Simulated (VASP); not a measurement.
Here is a VASP 6.6.1 calculation.

The input INCAR:

```
SYSTEM = TiC
PREC = Accurate
ENCUT = 600
EDIFF = 1E-6
ISMEAR = -1
SIGMA = 0.05
LREAL = .FALSE.
LASPH = .TRUE.
NELM = 60
ALGO = Normal
ISIF = 3
LWAVE = .FALSE.
LCHARG = .FALSE.
GGA = PS
IBRION = 2
NSW = 60
EDIFFG = -0.01
```

File KPOINTS:

```
regular mesh
0
G
  11 11 11
  0 0 0
```

File POSCAR:

```
TiC
1.0
    0.0000000000      2.1657188437      2.1657188437
    2.1657188437      0.0000000000      2.1657188437
    2.1657188437      2.1657188437      0.0000000000
Ti C
1 1
Direct
    0.0000000000      0.0000000000      0.0000000000
    0.5000000000      0.5000000000      0.5000000000
```

Potentials or basis: VASP PAW PBE potentials, release 64 (Ti_sv, C).

Launch:

```sh
$ cat potpaw_PBE.64/Ti_sv/POTCAR potpaw_PBE.64/C/POTCAR > POTCAR
$ mpirun -np 1 vasp_std > vasp.out
```

Problem. Predict the relaxed volume.

Solution. 9.90 Å³/atom.

Problem. Predict the relaxed cell.

Solution. a = 3.037 Å, b = 3.037 Å, c = 3.037 Å, α = 60.00°, β = 60.00°, γ = 60.00°.

The path:
```tsv
step	energy change (eV)	largest force (eV/Å)	pressure (GPa)	volume (Å³)
1	0.0000	0.0000	-6.52	20.32
2	0.0092	0.0000	9.81	19.12
3	-0.0108	0.0000	-0.02	19.80
```

Caveat: the PAW data sets were made with another functional, which shifts forces and pressure a little.
